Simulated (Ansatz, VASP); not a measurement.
## One calculation of Se, two programs

INCAR

```
PREC = Accurate ; ENCUT = 520
EDIFF = 1E-8 ; ISMEAR = -1
SIGMA = 0.03 ; LREAL = False
LASPH = True ; NELM = 100
ALGO = Normal ; ISIF = 2
LWAVE = False ; LCHARG = False
GGA = PS ; LEFG = True
NBANDS = 16
```

File KPOINTS:

```
Automatic mesh
0
Gamma
  6 6 5
```

POSCAR

```
Se
1.0
    4.4236565372      0.0000000000      0.0000000000
   -2.2118282686      3.8309989389      0.0000000000
    0.0000000000      0.0000000000      5.0187864228
Se
3
Direct
    0.2254000000      0.0000000000      0.3333333333
    0.0000000000      0.2254000000      0.6666666667
    0.7746000000      0.7746000000      0.0000000000
```

Input for Ansatz:

```yaml
crystal:
  lattice:
    - [4.4236565372, 0.0, 0.0]
    - [-2.2118282686, 3.8309989389, 0.0]
    - [0.0, 0.0, 5.0187864228]
  atoms:
    - { symbol: Se, position: [0.2254, 0.0, 0.3333333333] }
    - { symbol: Se, position: [0.0, 0.2254, 0.6666666667] }
    - { symbol: Se, position: [0.7746, 0.7746, 0.0] }
kpoints:
  mp_grid: { grid: [6, 6, 5] }
scf:
  occupations: { method: fermi_dirac, width: 0.03 }
hamiltonian:
  xc: pbesol
  pseudopotentials: { kind: all_electron, datasets: crystal }
output:
  forces: true
  stress: true
  eigenvalues: true
  efg: { contact_densities: true }
```

Change from the starting cell: volume scaled by 1.04, crystal datasets.

Alike in both runs: task electric field gradients; functional PBEsol; k mesh 6 × 6 × 5; occupations fermi-dirac, width 0.03 eV; no spin polarisation.

```csv
,VASP,Ansatz
version,VASP 6.6.1,Ansatz 0.2.0
potentials or method,"VASP PAW PBE potentials, release 64 (Se), cutoff 520 eV","all-electron PAW with datasets made for the crystal, scalar-relativistic"
```

VASP gave:

- gap on the k mesh at the Fermi level (eV): 1.25
- pressure (GPa): -1.7
- traceless stress, the component that is largest in VASP (GPa): 0.18
- rms of the force components (eV/Å): 0.037
- size of Vzz on the site where it differs most (V/Å²): 499.8

What did Ansatz give for the same quantities?

gap on the k mesh at the Fermi level (eV): 1.26; pressure (GPa): -1.9; traceless stress, the component that is largest in VASP (GPa): 0.12; rms of the force components (eV/Å): 0.061; size of Vzz on the site where it differs most (V/Å²): 522.1.

VASP's potentials were made for PBE, not for PBEsol. Atom by atom the forces differ by 0.024 eV/Å (rms over components). Ansatz ran all-electron here, and VASP with PAW potentials.
